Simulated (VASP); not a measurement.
Input of a VASP 6.6.1 run:

File INCAR:

```
ALGO = Normal
EDIFF = 1E-6
EDIFFG = -0.01
ENCUT = 600
GGA = PS
IBRION = 2
ISIF = 3
ISMEAR = -1
LASPH = T
LCHARG = F
LREAL = F
LWAVE = F
NELM = 100
NSW = 100
PREC = Accurate
SIGMA = 0.05
```

KPOINTS

```
k-points
0
Gamma
  8 8 8
```

Contents of POSCAR:

```
BeH2
1.0
   -0.0207864452      1.9645070933      1.9376283899
    3.8962207546     -0.0669949435      3.9006788329
    1.9489179641      1.9780257066     -0.0343050585
Be H
2 4
Direct
    0.0270838768     -0.0048605308      0.0029303671
   -0.0151028021      0.4980176409      0.0279549019
    0.2459693007      0.1276657216      0.2518696582
    0.7425082762      0.3834802759      0.7415296395
    0.2420874994      0.6195535705      0.2568856699
    0.7348900784      0.8783556279      0.7569872266
```

Potentials or basis: VASP PAW PBE potentials, release 64 (Be, H).

Run with:

```sh
$ cat potpaw_PBE.64/Be/POTCAR potpaw_PBE.64/H/POTCAR > POTCAR
$ mpirun -np 1 vasp_std > vasp.out
```

(1) Estimate the relaxed volume.

(2) What does it give for the band gap on the k mesh?

Results:

(1) 5.84 Å³/atom.

(2) 3.67 eV.

Caveat: the structure was generated, so it needn't be the stable form of BeH2; a cell axis changed by over 15 % at a fixed basis, so the end point is rough; the PAW data sets were made with another functional, which shifts forces and pressure a little.
